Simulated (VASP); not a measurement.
Wanted: the native input for a VASP 6.6.1 run.

```
Task                   : single point
Functional             : PBE
Dispersion             : D3(BJ)
Potentials or basis    : VASP PAW PBE potentials, release 64 (Si, S, Ge_d)
Cutoff                 : 410 eV
k mesh                 : 1 × 1 × 1, shifted
Occupations            : fermi-dirac, width 0.05 eV
Spin                   : no spin polarisation
Dipole correction      : no
Mended                 : yes
Further INCAR settings : LREAL = Auto; ALGO = Normal; EDIFF = 1e-06; NBANDS = 92; ISYM = -1
```

The structure of Si3Ge4S14 lies in POSCAR:

```
Si3Ge4S14
1.0
    8.0188790000      0.2111490000     -0.3179740000
    0.2111490000      8.0318190000     -0.0335780000
   -0.3179740000     -0.0335780000      8.3953550000
Si S Ge
3 14 4
Direct
    0.7726262139      0.5098213677      0.6489725366
    0.0050414342      0.7619098839      0.9082665897
    0.1721251317      0.3175476585      0.1219359910
    0.5396053452      0.9068161819      0.2847569333
    0.7906252808      0.5835192491      0.8917960816
    0.1847688835      0.2498888813      0.8959446587
    0.7679807841      0.8692090146      0.1824067264
    0.2672936188      0.5569703274      0.1623872214
    0.5148991300      0.4925046526      0.5640199678
    0.5775762592      0.0972595646      0.8302420821
    0.7006221772      0.2911211352      0.2640102654
    0.1979519339      0.1685626640      0.3304592320
    0.8163598096      0.1014006607      0.7559208664
    0.4043345314      0.0632107801      0.6317641553
    0.2627358732      0.7019771605      0.8153526761
    0.9056803815      0.8727277789      0.6707088940
    0.9882252827      0.4658004574      0.5504420711
    0.5003325154      0.1646376674      0.3837231344
    0.3143792641      0.7500089803      0.5495635662
    0.8571575447      0.1125114617      0.1159287157
    0.4313801960      0.4818865536      0.9343639993
```

One way to write it, as run:

INCAR

```
SYSTEM = Si3Ge4S14
PREC = Accurate ; ENCUT = 410
EDIFF = 1E-6 ; ISMEAR = -1
SIGMA = 0.05 ; LREAL = Auto
LASPH = .TRUE. ; NELM = 120
ALGO = Normal ; ISIF = 2
LWAVE = .FALSE. ; LCHARG = .FALSE.
GGA = PE ; IVDW = 12
NBANDS = 92 ; ISYM = -1
GGA_COMPAT = .FALSE.
```

KPOINTS

```
explicit points
1
Reciprocal
  0.25000000   0.25000000   0.25000000 1
```

Potentials or basis: VASP PAW PBE potentials, release 64 (Si, S, Ge_d).

Command:

```bash
$ cat potpaw_PBE.64/Si/POTCAR potpaw_PBE.64/S/POTCAR potpaw_PBE.64/Ge_d/POTCAR > POTCAR
$ mpirun -np 1 vasp_std > vasp.out
```

It gave:

* Pressure: -0.9 GPa
* Largest force: 1.719 eV/Å
* Dispersion energy per atom: -0.251 eV

Caveat: the atoms stand as in a frame of molecular dynamics.

Wall time 78 s on 1 thread of Intel(R) Xeon(R) Platinum 8488C (Sapphire Rapids), with other jobs on the host, peak memory 0.37 GiB.
